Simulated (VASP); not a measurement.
# InSe (Cm) in VASP: a series of runs

InSe is run at these levels: PBEsol; tasks: single point.

Everything below comes from runs of VASP 6.6.1. Logs are shortened: lines on timing, memory, paths and dates and some standing lists are left out, and cuts for length are marked.

## Step 1: The cell of the first run

The structure is monoclinic, space group Cm (No. 8). Conventional cell: a = 11.750 Å, b = 4.111 Å, c = 4.564 Å, α = 90.00°, β = 110.64°, γ = 90.00°. Within 3.4 Å of In (site symmetry m) lie 3 Se at 2.55 to 2.70 Å and 1 In at 2.79 Å. In (site symmetry m) has 3 Se at 2.67 to 2.70 Å and 1 In at 2.79 Å within 3.5 Å. Within 3.4 Å of Se (site symmetry m) lie 3 In at 2.55 to 2.70 Å. Se (site symmetry m) has 3 In at 2.67 to 2.70 Å within 3.5 Å.

## Step 2: Single point, PBEsol (atom 3 (Se) moved +0.120 Å towards its neighbour atom 1 (In) at 2.673 Å)

File INCAR:

```
SYSTEM = InSe
PREC = Accurate ; ENCUT = 520
EDIFF = 1E-7 ; ISMEAR = 0
SIGMA = 0.05 ; LREAL = .FALSE.
LASPH = .TRUE. ; NELM = 100
ALGO = Normal ; ISIF = 2
LWAVE = .FALSE. ; LCHARG = .FALSE.
GGA = PS ; NBANDS = 27
```

File KPOINTS:

```
Automatic mesh
0
G
  8 8 6
  0 0 0
```

File POSCAR:

```
InSe
1.0
    5.8749264423     -2.0552742521     -0.0052948673
    5.8749264423      2.0552742521     -0.0052948673
   -1.6051187023      0.0000000000      4.2720903652
In Se
2 2
Direct
    0.8858026589      0.8858026589      0.0290539339
    0.1141973411      0.1141973411      0.9709460661
    0.6650957281      0.6650957281      0.6550663567
    0.3452787783      0.3452787783      0.3625132294
```

Potentials or basis: VASP PAW PBE potentials, release 64 (In_d, Se).

Run with:

```bash
$ cat potpaw_PBE.64/In_d/POTCAR potpaw_PBE.64/Se/POTCAR > POTCAR
$ mpirun -np 1 vasp_std > vasp.out
```

OUTCAR:

```text
SYSTEM = InSe
   PREC = Accurate
   ENCUT = 520
   EDIFF = 1E-7
   ISMEAR = 0
   LREAL = .FALSE.
   LASPH = .TRUE.
   NELM = 100
   ISIF = 2
   GGA = PS

 ion  position               nearest neighbor table
   1  0.886  0.886  0.029-   3 2.55   4 2.70   4 2.70   2 2.79   2 3.73   2 3.73
   2  0.114  0.114  0.971-   4 2.67   3 2.70   3 2.70   1 2.79   1 3.73   1 3.73
   3  0.665  0.665  0.655-   1 2.55   2 2.70   2 2.70
   4  0.345  0.345  0.363-   2 2.67   1 2.70   1 2.70

  LATTYP: Found a base centered monoclinic cell.
 ALAT       =    11.7498576567
 B/A-ratio  =     0.3498381533
 C/A-ratio  =     0.3884028818
 COS(beta)  =    -0.3525595217

  Lattice vectors:

 A1 = (   5.8749264423,  -2.0552742521,  -0.0052948673)
 A2 = (   5.8749264423,   2.0552742521,  -0.0052948673)
 A3 = (  -1.6051187023,   0.0000000000,   4.2720903652)

Analysis of symmetry for initial positions (statically):
=====================================================================
 Subroutine PRICEL returns:
 Original cell was already a primitive cell.

 Routine SETGRP: Setting up the symmetry group for a
 base centered monoclinic supercell.

 Subroutine GETGRP returns: Found  2 space group operations
 (whereof  2 operations were pure point group operations)
 out of a pool of  4 trial point group operations.

The static configuration has the point symmetry C_1h.

Analysis of symmetry for dynamics (positions and initial velocities):
=====================================================================
 Subroutine PRICEL returns:
 Original cell was already a primitive cell.

 Routine SETGRP: Setting up the symmetry group for a
 base centered monoclinic supercell.

 Subroutine GETGRP returns: Found  2 space group operations
 (whereof  2 operations were pure point group operations)
 out of a pool of  4 trial point group operations.

The dynamic configuration has the point symmetry C_1h.

 Subroutine INISYM returns: Found  2 space group operations
 (whereof  2 operations are pure point group operations),
 and found     1 'primitive' translations

----------------------------------------------------------------------------------------

                                     Primitive cell

  volume of cell :     103.1325

  direct lattice vectors                    reciprocal lattice vectors
     5.874926442 -2.055274252 -0.005294867     0.085136278 -0.243276536  0.031987580
     5.874926442  2.055274252 -0.005294867     0.085136278  0.243276536  0.031987580
    -1.605118702  0.000000000  4.272090365     0.000211037  0.000000000  0.234156737

  length of vectors
     6.224061455  6.224061455  4.563678575     0.259720742  0.259720742  0.234156832

  position of ions in fractional coordinates (direct lattice)
     0.885802659  0.885802659  0.029053934
     0.114197341  0.114197341  0.970946066
     0.665095728  0.665095728  0.655066357
     0.345278778  0.345278778  0.362513229

  ion indices of the primitive-cell ions
   primitive index   ion index
                 1           1
                 2           2
                 3           3
                 4           4

----------------------------------------------------------------------------------------

 KPOINTS: Automatic mesh

Automatic generation of k-mesh.
 Grid dimensions read from file:
 generate k-points for:    8    8    6

 Generating k-lattice:

  Cartesian coordinates                     Fractional coordinates (reciprocal lattice)
     0.010642035 -0.030409567  0.003998447     0.125000000 -0.000000000  0.000000000
     0.010642035  0.030409567  0.003998447    -0.000000000  0.125000000  0.000000000
     0.000035173  0.000000000  0.039026123     0.000000000  0.000000000  0.166666667

  Length of vectors
     0.032465093  0.032465093  0.039026139

  Shift w.r.t. Gamma in fractional coordinates (k-lattice)
     0.000000000  0.000000000  0.000000000

 Subroutine IBZKPT returns following result:
 ===========================================

 Found    114 irreducible k-points:

 Following reciprocal coordinates:
            Coordinates               Weight
  0.000000  0.000000  0.000000      1.000000
  0.125000  0.000000  0.000000      4.000000
  0.250000  0.000000  0.000000      4.000000
  0.375000  0.000000  0.000000      4.000000
  0.500000  0.000000  0.000000      2.000000
  0.125000  0.125000  0.000000      2.000000
[... 16 lines left out ...]
  0.125000  0.000000  0.166667      4.000000
  0.250000  0.000000  0.166667      4.000000
 [... further k-points ...]
   k-points           NKPTS =    114   k-points in BZ     NKDIM =    114   number of bands    NBANDS=     27
   number of dos      NEDOS =    301   number of ions     NIONS =      4
   total plane-waves  NPLWV =  82944
   dimension x,y,z NGX =    48 NGY =   48 NGZ =   36
   dimension x,y,z NGXF=    96 NGYF=   96 NGZF=   72
   ions per type =               2   2
   NGX,Y,Z   is equivalent  to a cutoff of  12.82, 12.82, 13.11 a.u.
   NGXF,Y,Z  is equivalent  to a cutoff of  25.64, 25.64, 26.23 a.u.
 SYSTEM =  InSe
   PREC   = accura    normal or accurate (medium, high low for compatibility)
   ISTART =      0    job   : 0-new  1-cont  2-samecut
   ICHARG =      2    charge: 1-file 2-atom 10-const
   ISPIN  =      1    spin polarized calculation?
   LNONCOLLINEAR =      F non collinear calculations
   LSORBIT =      F    spin-orbit coupling
   LASPH  =      T    aspherical Exc in radial PAW
   ENCUT  =  520.0 eV  38.22 Ry    6.18 a.u.  11.57 11.57  8.49*2*pi/ulx,y,z
   NELM   =    100;   NELMIN=  2; NELMDL= -5     # of ELM steps
   EDIFF  = 0.1E-06   stopping-criterion for ELM
   LREAL  =      F    real-space projection
   EDIFFG = 0.1E-05   stopping-criterion for IOM
   NSW    =      0    number of steps for IOM
   IBRION =     -1    ionic relax: 0-MD 1-quasi-New 2-CG
   NFREE  =      0    steps in history (QN), initial steepest desc. (CG)
   ISIF   =      2    stress and relaxation
   ISYM   =      2    0-nonsym 1-usesym 2-fastsym
   POTIM  = 0.5000    time-step for ionic-motion
   TEBEG  =    0.0;   TEEND  =   0.0 temperature during run
   PSTRESS=    0.0 pullay stress
   NELECT =      38.0000    total number of electrons
   NUPDOWN=      -1.0000    fix difference up-down
   EMIN   =  10.00;   EMAX   =-10.00  energy-range for DOS
   EFERMI =   0.00;   METHOD = LEGACY
   ISMEAR =     0;   SIGMA  =   0.05  broadening in eV -4-tet -1-fermi 0-gaus
   EFERMI_NEDOS =   21; number of points for ismear=-14 and -15
   IALGO  =     38    algorithm
   IMIX   =      4    mixing-type and parameters
     AMIX     =   0.40;   BMIX     =  1.00
     AMIX_MAG =   1.60;   BMIX_MAG =  1.00
  volume/ion in A,a.u.               =      25.78       173.99
  Fermi-wavevector in a.u.,A,eV,Ry     =   1.173647  2.217871 18.741310  1.377447
  Thomas-Fermi vector in A             =   2.310057
   LORBIT       =      0    0 simple, 1 ext, 2 COOP (PROOUT), +10 PAW based schemes
   GGA     = PS    functional components
   LHFCALC =     F    Hartree Fock is set to
   AEXX    =    0.0000 exact exchange contribution
   IVDW    =     0    specifies the selected vdW correction
   LEPSILON=     F    determine dielectric tensor
   LRPA    =     F    only Hartree local field effects (RPA)
 non-spin polarized calculation
 Gauss-broadening in eV      SIGMA  =   0.05
  energy-cutoff  :      520.00
  volume of cell :      103.13
 maximum number of plane-waves:      2803
 NGX is ok and might be reduce to    48
   NGX = 23   NGY = 23   NGZ = 17

 number of electron      38.0000000 magnetization

 Free energy of the ion-electron system (eV)
  ---------------------------------------------------
  ext. energy  EPLUGINS =         0.00000000
  ---------------------------------------------------
  free energy    TOTEN  =       -15.50180155 eV

  energy without entropy =      -15.50180155  energy(sigma->0) =      -15.50180155

 E-fermi :   5.2280     XC(G=0):  -9.8063

 val. band max:        4.9479814664   @ k =  -0.2500  -0.2500   0.3333
 cond. band min:       5.8279968507   @ k =   0.0000   0.0000   0.5000
 fundamental gap:      0.8800153844
 Fermi energy:         5.2279988625

 k-point     1 :       0.0000    0.0000    0.0000
  band No.  band energies     occupation
      1      -9.7560      2.00000
      2      -9.5896      2.00000
      3      -9.3602      2.00000
      4      -9.3518      2.00000
      5      -9.3115      2.00000
      6      -9.3037      2.00000
[... 19 lines left out ...]
     26      11.8983      0.00000
     27      13.7642      0.00000

 k-point     2 :       0.1250    0.0000    0.0000
  band No.  band energies     occupation
      1      -9.7507      2.00000
      2      -9.5885      2.00000
      3      -9.4239      2.00000
      4      -9.3437      2.00000
      5      -9.3230      2.00000
      6      -9.2953      2.00000
[... 19 lines left out ...]
     26      11.9456      0.00000
     27      13.7929      0.00000

 k-point     3 :       0.2500    0.0000    0.0000
  band No.  band energies     occupation
      1      -9.7399      2.00000
      2      -9.5972      2.00000
      3      -9.4930      2.00000
      4      -9.3584      2.00000
      5      -9.3239      2.00000
      6      -9.2954      2.00000
[... 19 lines left out ...]
     26      11.8578      0.00000
     27      12.9972      0.00000

 k-point     4 :       0.3750    0.0000    0.0000
  band No.  band energies     occupation
      1      -9.7340      2.00000
      2      -9.6246      2.00000
      3      -9.5009      2.00000
      4      -9.3933      2.00000
      5      -9.3124      2.00000
      6      -9.3103      2.00000
[... 19 lines left out ...]
     26      12.4811      0.00000
     27      13.0732      0.00000
[... 516 lines left out ...]
      4      -9.3485      2.00000
      5      -9.3106      2.00000
      6      -9.3083      2.00000
[... 19 lines left out ...]
     26      12.0173      0.00000
     27      12.9763      0.00000

 k-point    23 :       0.1250    0.0000    0.1667
  band No.  band energies     occupation
      1      -9.7577      2.00000
      2      -9.5900      2.00000
      3      -9.4200      2.00000
      4      -9.3373      2.00000
      5      -9.3254      2.00000
      6      -9.2942      2.00000
[... 19 lines left out ...]
     26      11.4245      0.00000
     27      13.3589      0.00000

 k-point    24 :       0.2500    0.0000    0.1667
  band No.  band energies     occupation
      1      -9.7520      2.00000
      2      -9.6016      2.00000
      3      -9.4849      2.00000
      4      -9.3590      2.00000
      5      -9.3191      2.00000
      6      -9.2992      2.00000
[... 19 lines left out ...]
     26      11.5409      0.00000
     27      12.6302      0.00000

 [... further k-points ...]
[... 5 lines left out ...]
  --------------------------------------------------------------------------------------
  -------------------------------------------------------------------------------------
  Total        0.7635129      0.2467276      1.0948895      0.0000000      0.0000000      0.9295605
  in kB       11.8612754      3.8329471     17.0092566      0.0000000      0.0000000     14.4408482
  external PRESSURE =      10.9011597 kB  Pullay stress =       0.0000000 kB

 VOLUME and BASIS-vectors are now :
 -----------------------------------------------------------------------------
  energy-cutoff  :      520.00
  volume of cell :      103.13
      direct lattice vectors                 reciprocal lattice vectors
     5.874926442 -2.055274252 -0.005294867     0.085136278 -0.243276536  0.031987580
     5.874926442  2.055274252 -0.005294867     0.085136278  0.243276536  0.031987580
    -1.605118702  0.000000000  4.272090365     0.000211037  0.000000000  0.234156737

 POSITION                                       TOTAL-FORCE (eV/Angst)
 -----------------------------------------------------------------------------------
     10.36142      0.00000      0.11474         0.516347      0.000000      0.421058
     -0.21668      0.00000      4.14676        -0.031036      0.000000      0.055969
      6.76332      0.00000      2.79146        -0.642307      0.000000     -0.629461
      3.47510      0.00000      1.54503         0.156996      0.000000      0.152433
 -----------------------------------------------------------------------------------
    total drift:                                0.000102     -0.000000      0.000102

  FREE ENERGIE OF THE ION-ELECTRON SYSTEM (eV)
  ---------------------------------------------------
  free  energy   TOTEN  =       -15.5018015452 eV

  energy  without entropy=      -15.5018015452  energy(sigma->0) =      -15.50180155
```

Run time: 2.5 min. Hardware: 1 thread of Intel Xeon 6975P-C (Granite Rapids), shared host; peak memory 0.46 GiB.

What came out:

```
Free energy            : -15.5018 eV
Pressure               : 1.1 GPa
Largest force          : 0.899 eV/Å
Band gap on the k mesh : 0.88 eV, indirect (least direct gap 1.06 eV)
```

Forces on the atoms (eV/Å):
```
In   0.516  0.000  0.421
In  -0.031  0.000  0.056
Se  -0.642  0.000 -0.629
Se   0.157  0.000  0.152
```

Caveat: the cell differs from its parent crystal (atom 3 (Se) moved +0.120 Å towards its neighbour atom 1 (In) at 2.673 Å); the PAW data sets were made with another functional, which shifts forces and pressure a little; spin-orbit coupling is left out, which moves the levels of the heavy elements.

## Step 3: Single point, PBEsol (atom 3 (Se) moved -0.060 Å towards its neighbour atom 1 (In) at 2.673 Å)

File INCAR:

```
SYSTEM = InSe
ALGO = Normal
EDIFF = 1E-6
ENCUT = 520
GGA = PS
ISIF = 2
ISMEAR = 0
LASPH = .True.
LCHARG = .False.
LREAL = .False.
LWAVE = .False.
NBANDS = 27
NELM = 60
PREC = Accurate
SIGMA = 0.05
```

File KPOINTS:

```
k-points
0
Gamma
  8 8 6
  0 0 0
```

POSCAR, as its differences from that of step 2:

```diff
@@ -10,3 +10,3 @@
     0.1141973411      0.1141973411      0.9709460661
-    0.6650957281      0.6650957281      0.6550663567
+    0.6495339685      0.6495339685      0.6286969775
     0.3452787783      0.3452787783      0.3625132294
```

Potentials or basis: VASP PAW PBE potentials, release 64 (In_d, Se).

Run with:

```bash
$ cat potpaw_PBE.64/In_d/POTCAR potpaw_PBE.64/Se/POTCAR > POTCAR
$ mpirun -np 1 vasp_std > vasp.out
```

It took 2.6 min on 1 thread of Intel Xeon 6975P-C (Granite Rapids), shared host; peak memory 0.46 GiB.

Results (log left out):

```yaml
Free_energy: -15.5431 eV
Pressure: -0.3 GPa
Largest_force: 0.316 eV/Å
Band_gap_on_the_k_mesh: 0.58 eV, indirect (least direct gap 0.96 eV)
```

Forces in eV/Å, atoms in the order of the input:
```
In  -0.144  0.000 -0.145
In  -0.003  0.000 -0.026
Se   0.228  0.000  0.218
Se  -0.081  0.000 -0.046
```

Stress tensor (GPa, compression positive):
```
-0.20  0.00 -0.49
 0.00 -0.04  0.00
-0.49  0.00 -0.57
```

Levels at points of the mesh, in eV from the valence-band top:
```csv
k point,band 17,band 18,band 19,band 20,band 21,band 22
"(0.00, 0.00, 0.00)",-2.36,-1.98,-1.61,2.51,3.38,3.81
"(0.50, 0.00, 0.00)",-1.70,-1.47,-1.14,1.50,2.37,3.10
"(0.50, 0.50, 0.00)",-1.34,-0.95,-0.51,0.99,2.58,2.67
"(0.00, 0.00, 0.50)",-1.82,-1.28,-0.21,0.75,2.32,3.26
"(0.50, 0.00, 0.50)",-2.74,-2.56,-1.97,2.02,3.03,4.27
"(0.50, 0.50, 0.50)",-1.60,-1.21,-0.38,1.89,2.88,3.09
```

Caveat: the cell differs from its parent crystal (atom 3 (Se) moved -0.060 Å towards its neighbour atom 1 (In) at 2.673 Å); the PAW data sets were made with another functional, which shifts forces and pressure a little; spin-orbit coupling is left out, which moves the levels of the heavy elements.
